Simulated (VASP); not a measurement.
# Te (P6/mmm) in VASP: notebook

The runs below take Te through single point, with PBE.

All numbers are computed with VASP 6.6.1; they aren't measurements. Logs are shortened: lines on timing, memory, paths and dates and some standing lists are left out, and cuts for length are marked.

## Step 1: The cell of the first run

Symmetry: P6/mmm, No. 191, hexagonal system. Conventional cell: a = 3.128 Å, b = 3.128 Å, c = 2.938 Å, α = 90.00°, β = 90.00°, γ = 120.00°. Within 3.9 Å of Te (site symmetry 6/mmm) lie 8 Te at 2.94 to 3.13 Å.

This isn't the form of Te at room conditions, which is trigonal, of chains.

## Step 2: Single point, PBE

Input file INCAR:

```
SYSTEM = Te
ALGO     = Normal         ! electronic algorithm
EDIFF    = 1E-7           ! SCF threshold, eV
ENCUT    = 520            ! plane-wave cutoff, eV
GGA      = PE             ! functional
ISIF     = 2              ! what is computed and relaxed
ISMEAR   = -1             ! smearing method
LASPH    = .True.         ! aspherical terms in the spheres
LCHARG   = .True.         ! write CHGCAR
LELF     = .True.         ! ELF
LREAL    = .False.        ! projectors in reciprocal space
LVHAR    = .True.       
LWAVE    = .False.        ! write WAVECAR
NBANDS   = 9              ! bands
NELM     = 60             ! most SCF steps
PREC     = Accurate       ! precision mode
SIGMA    = 0.1            ! smearing width, eV
```

Input file KPOINTS:

```
k-points
0
Gamma
  15 15 13
  0 0 0
```

Input file POSCAR:

```
Te
1.0
    3.1280128171      0.0000000000      0.0000000000
   -1.5640064085      2.7089385630      0.0000000000
    0.0000000000      0.0000000000      2.9382017774
Te
1
Direct
    0.0000000000      0.0000000000      0.0000000000
```

Potentials or basis: VASP PAW PBE potentials, release 64 (Te).

Command:

```console
> cat potpaw_PBE.64/Te/POTCAR > POTCAR
> mpirun -np 1 vasp_std > vasp.out
```

OUTCAR:

```text
SYSTEM = Te
   EDIFF = 1E-7
   ENCUT = 520
   GGA = PE
   ISIF = 2
   ISMEAR = -1
   LASPH = .True.
   LREAL = .False.
   NELM = 60
   PREC = Accurate

 ion  position               nearest neighbor table
   1  0.000  0.000  0.000-

  LATTYP: Found a hexagonal cell.
 ALAT       =     3.1280128171
 C/A-ratio  =     0.9393189700

  Lattice vectors:

 A1 = (   3.1280128171,   0.0000000000,   0.0000000000)
 A2 = (  -1.5640064085,   2.7089385630,   0.0000000000)
 A3 = (   0.0000000000,   0.0000000000,   2.9382017774)

Analysis of symmetry for initial positions (statically):
=====================================================================
 Subroutine PRICEL returns:
 Original cell was already a primitive cell.

 Routine SETGRP: Setting up the symmetry group for a
 hexagonal supercell.

 Subroutine GETGRP returns: Found 24 space group operations
 (whereof 24 operations were pure point group operations)
 out of a pool of 24 trial point group operations.

The static configuration has the point symmetry D_6h.

Analysis of symmetry for dynamics (positions and initial velocities):
=====================================================================
 Subroutine PRICEL returns:
 Original cell was already a primitive cell.

 Routine SETGRP: Setting up the symmetry group for a
 hexagonal supercell.

 Subroutine GETGRP returns: Found 24 space group operations
 (whereof 24 operations were pure point group operations)
 out of a pool of 24 trial point group operations.

The dynamic configuration has the point symmetry D_6h.

 Subroutine INISYM returns: Found 24 space group operations
 (whereof 24 operations are pure point group operations),
 and found     1 'primitive' translations

----------------------------------------------------------------------------------------

                                     Primitive cell

  volume of cell :      24.8971

  direct lattice vectors                    reciprocal lattice vectors
     3.128012817  0.000000000  0.000000000     0.319691785  0.184574138  0.000000000
    -1.564006409  2.708938563  0.000000000     0.000000000  0.369148276  0.000000000
     0.000000000  0.000000000  2.938201777     0.000000000  0.000000000  0.340344223

  length of vectors
     3.128012817  3.128012817  2.938201777     0.369148276  0.369148276  0.340344223

  position of ions in fractional coordinates (direct lattice)
     0.000000000  0.000000000  0.000000000

  ion indices of the primitive-cell ions
   primitive index   ion index
                 1           1

----------------------------------------------------------------------------------------

 KPOINTS: k-points

Automatic generation of k-mesh.
 Grid dimensions read from file:
 generate k-points for:   15   15   13

 Generating k-lattice:

  Cartesian coordinates                     Fractional coordinates (reciprocal lattice)
     0.021312786  0.012304943  0.000000000     0.066666667  0.000000000  0.000000000
     0.000000000  0.024609885  0.000000000     0.000000000  0.066666667  0.000000000
     0.000000000  0.000000000  0.026180325     0.000000000  0.000000000  0.076923077

  Length of vectors
     0.024609885  0.024609885  0.026180325

  Shift w.r.t. Gamma in fractional coordinates (k-lattice)
     0.000000000  0.000000000  0.000000000

 Subroutine IBZKPT returns following result:
 ===========================================

 Found    189 irreducible k-points:

 Following reciprocal coordinates:
            Coordinates               Weight
  0.000000  0.000000  0.000000      1.000000
  0.066667 -0.000000  0.000000      6.000000
  0.133333  0.000000  0.000000      6.000000
  0.200000 -0.000000  0.000000      6.000000
  0.266667  0.000000  0.000000      6.000000
  0.333333 -0.000000  0.000000      6.000000
[... 16 lines left out ...]
  0.333333  0.200000  0.000000     12.000000
  0.400000  0.200000  0.000000      6.000000
 [... further k-points ...]
   k-points           NKPTS =    189   k-points in BZ     NKDIM =    189   number of bands    NBANDS=      9
   number of dos      NEDOS =    301   number of ions     NIONS =      1
   total plane-waves  NPLWV =  13824
   dimension x,y,z NGX =    24 NGY =   24 NGZ =   24
   dimension x,y,z NGXF=    48 NGYF=   48 NGZF=   48
   ions per type =               1
   NGX,Y,Z   is equivalent  to a cutoff of  12.76, 12.76, 13.58 a.u.
   NGXF,Y,Z  is equivalent  to a cutoff of  25.51, 25.51, 27.16 a.u.
 SYSTEM =  Te
   PREC   = accura    normal or accurate (medium, high low for compatibility)
   ISTART =      0    job   : 0-new  1-cont  2-samecut
   ICHARG =      2    charge: 1-file 2-atom 10-const
   ISPIN  =      1    spin polarized calculation?
   LNONCOLLINEAR =      F non collinear calculations
   LSORBIT =      F    spin-orbit coupling
   LASPH  =      T    aspherical Exc in radial PAW
   ENCUT  =  520.0 eV  38.22 Ry    6.18 a.u.   5.82  5.82  5.46*2*pi/ulx,y,z
   NELM   =     60;   NELMIN=  2; NELMDL= -5     # of ELM steps
   EDIFF  = 0.1E-06   stopping-criterion for ELM
   LREAL  =      F    real-space projection
   EDIFFG = 0.1E-05   stopping-criterion for IOM
   NSW    =      0    number of steps for IOM
   IBRION =     -1    ionic relax: 0-MD 1-quasi-New 2-CG
   NFREE  =      0    steps in history (QN), initial steepest desc. (CG)
   ISIF   =      2    stress and relaxation
   ISYM   =      2    0-nonsym 1-usesym 2-fastsym
   POTIM  = 0.5000    time-step for ionic-motion
   TEBEG  =    0.0;   TEEND  =   0.0 temperature during run
   PSTRESS=    0.0 pullay stress
   NELECT =       6.0000    total number of electrons
   NUPDOWN=      -1.0000    fix difference up-down
   EMIN   =  10.00;   EMAX   =-10.00  energy-range for DOS
   EFERMI =   0.00;   METHOD = LEGACY
   ISMEAR =    -1;   SIGMA  =   0.10  broadening in eV -4-tet -1-fermi 0-gaus
   EFERMI_NEDOS =   21; number of points for ismear=-14 and -15
   IALGO  =     38    algorithm
   IMIX   =      4    mixing-type and parameters
     AMIX     =   0.40;   BMIX     =  1.00
     AMIX_MAG =   1.60;   BMIX_MAG =  1.00
  volume/ion in A,a.u.               =      24.90       168.01
  Fermi-wavevector in a.u.,A,eV,Ry     =   1.018768  1.925193 14.121339  1.037889
  Thomas-Fermi vector in A             =   2.152245
   LORBIT       =      0    0 simple, 1 ext, 2 COOP (PROOUT), +10 PAW based schemes
   GGA     = PE    functional components
   LHFCALC =     F    Hartree Fock is set to
   AEXX    =    0.0000 exact exchange contribution
   IVDW    =     0    specifies the selected vdW correction
   LEPSILON=     F    determine dielectric tensor
   LRPA    =     F    only Hartree local field effects (RPA)
 non-spin polarized calculation
  energy-cutoff  :      520.00
  volume of cell :       24.90
 maximum number of plane-waves:       687
 NGX is ok and might be reduce to    24
   NGX = 11   NGY = 11   NGZ = 11

 number of electron       6.0000000 magnetization

 Free energy of the ion-electron system (eV)
  ---------------------------------------------------
  ext. energy  EPLUGINS =         0.00000000
  ---------------------------------------------------
  free energy    TOTEN  =        -2.64134531 eV

  energy without entropy =       -2.61988021  energy(sigma->0) =       -2.63061276

 E-fermi :  10.1408     XC(G=0): -10.5907

 val. band max:       10.1075854279   @ k =   0.4000   0.0667   0.2308
 cond. band min:      10.1564298238   @ k =   0.2000   0.2000   0.4615
 fundamental gap:      0.0488443959
 Fermi energy:        10.1407574428

 k-point     1 :       0.0000    0.0000    0.0000
  band No.  band energies     occupation
      1      -5.4259      2.00000
      2      11.9112      0.00000
      3      13.0166      0.00000
      4      13.0166      0.00000
      5      16.2055      0.00000
      6      19.4216      0.00000
      7      19.6328      0.00000
      8      19.6328      0.00000
      9      20.3641      0.00000

 k-point     2 :       0.0667   -0.0000    0.0000
  band No.  band energies     occupation
      1      -5.3397      2.00000
      2      11.9948      0.00000
      3      12.2016      0.00000
      4      12.7929      0.00000
      5      16.4039      0.00000
      6      18.5333      0.00000
      7      19.9819      0.00000
      8      19.9919      0.00000
      9      21.8764      0.00000

 k-point     3 :       0.1333    0.0000    0.0000
  band No.  band energies     occupation
      1      -5.0825      2.00000
      2      10.4945      0.05653
      3      12.2414      0.00000
      4      12.2475      0.00000
      5      16.6119      0.00000
      6      17.5783      0.00000
      7      20.9425      0.00000
      8      21.2805      0.00000
      9      24.0869      0.00000

 k-point     4 :       0.2000   -0.0000    0.0000
  band No.  band energies     occupation
      1      -4.6603      2.00000
      2       8.5778      2.00000
      3      11.5930      0.00000
      4      12.6365      0.00000
      5      16.2493      0.00000
      6      17.4891      0.00000
      7      22.2693      0.00000
      8      22.8454      0.00000
      9      26.3262      0.00000

 k-point     5 :       0.2667    0.0000    0.0000
  band No.  band energies     occupation
      1      -4.0864      2.00000
      2       6.6997      2.00000
      3      10.9723      0.00049
      4      13.1512      0.00000
      5      15.6501      0.00000
      6      17.9501      0.00000
      7      23.8215      0.00000
      8      24.2504      0.00000
      9      24.7981      0.00000

 k-point     6 :       0.3333   -0.0000    0.0000
  band No.  band energies     occupation
      1      -3.3933      2.00000
      2       4.9837      2.00000
      3      10.4627      0.07691
      4      13.7313      0.00000
      5      15.1737      0.00000
      6      18.6064      0.00000
      7      23.4483      0.00000
      8      24.0075      0.00000
      9      25.5007      0.00000
[... 169 lines left out ...]
 k-point    21 :       0.2000    0.2000    0.0000
  band No.  band energies     occupation
      1      -3.2363      2.00000
      2       5.5588      2.00000
      3       7.9938      2.00000
      4      13.8748      0.00000
      5      18.4837      0.00000
      6      19.2568      0.00000
      7      21.2121      0.00000
      8      23.9138      0.00000
      9      25.3379      0.00000

 k-point    22 :       0.2667    0.2000    0.0000
  band No.  band energies     occupation
      1      -2.5573      2.00000
      2       4.4774      2.00000
      3       7.0978      2.00000
      4      14.3993      0.00000
      5      18.9922      0.00000
      6      19.7990      0.00000
      7      22.2264      0.00000
      8      23.0690      0.00000
      9      24.4411      0.00000

 k-point    23 :       0.3333    0.2000    0.0000
  band No.  band energies     occupation
      1      -1.9457      2.00000
      2       3.5544      2.00000
      3       6.6101      2.00000
      4      14.8197      0.00000
      5      19.1024      0.00000
      6      20.4884      0.00000
      7      22.3968      0.00000
      8      22.4965      0.00000
      9      24.6266      0.00000

 k-point    24 :       0.4000    0.2000    0.0000
  band No.  band energies     occupation
      1      -1.6750      2.00000
      2       3.1672      2.00000
      3       6.4573      2.00000
      4      14.9860      0.00000
      5      19.0908      0.00000
      6      21.2287      0.00000
      7      21.7420      0.00000
      8      22.1368      0.00000
      9      24.6144      0.00000

 [... further k-points ...]

------------------------ aborting loop because EDIFF is reached ----------------------------------------

  FORCE on cell =-STRESS in cart. coord.  units (eV):
  Direction    XX          YY          ZZ          XY          YZ          ZX
  --------------------------------------------------------------------------------------
  -------------------------------------------------------------------------------------
  Total        2.9565782      2.9565782      2.9633865      0.0000000     -0.0000000      0.0000000
  in kB      190.2613862    190.2613862    190.6995147      0.0000000     -0.0000000      0.0000000
  external PRESSURE =     190.4074290 kB  Pullay stress =       0.0000000 kB

 VOLUME and BASIS-vectors are now :
 -----------------------------------------------------------------------------
  energy-cutoff  :      520.00
  volume of cell :       24.90
      direct lattice vectors                 reciprocal lattice vectors
     3.128012817  0.000000000  0.000000000     0.319691785  0.184574138  0.000000000
    -1.564006409  2.708938563  0.000000000     0.000000000  0.369148276  0.000000000
     0.000000000  0.000000000  2.938201777     0.000000000  0.000000000  0.340344223

 POSITION                                       TOTAL-FORCE (eV/Angst)
 -----------------------------------------------------------------------------------
      0.00000      0.00000      0.00000         0.000000      0.000000      0.000000
 -----------------------------------------------------------------------------------
    total drift:                               -0.000000     -0.000000      0.000000

  FREE ENERGIE OF THE ION-ELECTRON SYSTEM (eV)
  ---------------------------------------------------
  free  energy   TOTEN  =        -2.6413453120 eV

  energy  without entropy=       -2.6198802135  energy(sigma->0) =       -2.63061276
```

Wall time 21 s (1 thread of Intel Xeon 6455B, shared host); peak memory 0.17 GiB.

Results:

```yaml
Free_energy: -2.6413 eV
Pressure: 19.0 GPa
Band_gap_on_the_k_mesh: zero (bands 3 and 4 overlap by 8.69 eV)
```

Levels at points of the mesh, in eV from the Fermi level:
```csv
k point,band 1,band 2,band 3,band 4,band 5,band 6,band 7
"(0.00, 0.00, 0.00)",-15.57,1.77,2.88,2.88,6.06,9.28,9.49
```

Caveat: the cell stands under pressure; spin-orbit coupling is left out, which moves the levels of the heavy elements.

## Step 3: Single point, PBE (24.90 Å³/atom)

Input file INCAR:

```
PREC = Accurate
ENCUT = 520
EDIFF = 1E-6
ISMEAR = -1
SIGMA = 0.1
LREAL = F
LASPH = T
NELM = 80
ALGO = Normal
ISIF = 2
LWAVE = F
LCHARG = F
GGA = PE
NBANDS = 9
```

Input file KPOINTS:

```
regular mesh
0
Gamma
  15 15 13
```

POSCAR is that of step 2.

Potentials or basis: VASP PAW PBE potentials, release 64 (Te).

Command:

```console
> cat potpaw_PBE.64/Te/POTCAR > POTCAR
> mpirun -np 1 vasp_std > vasp.out
```

It took 21 s on 1 thread of Intel Xeon 6455B, shared host; peak memory 0.16 GiB.

It converged, with:

```yaml
Free_energy: -2.6413 eV
Pressure: 19.0 GPa
Band_gap_on_the_k_mesh: zero (bands 3 and 4 overlap by 8.69 eV)
```

Levels at points of the mesh, in eV from the Fermi level:
```tsv
k point	band 1	band 2	band 3	band 4	band 5	band 6	band 7
(0.00, 0.00, 0.00)	-15.57	1.77	2.88	2.88	6.06	9.28	9.49
```

Caveat: the cell stands under pressure; spin-orbit coupling is left out, which moves the levels of the heavy elements.

[end of part 1 of 2]
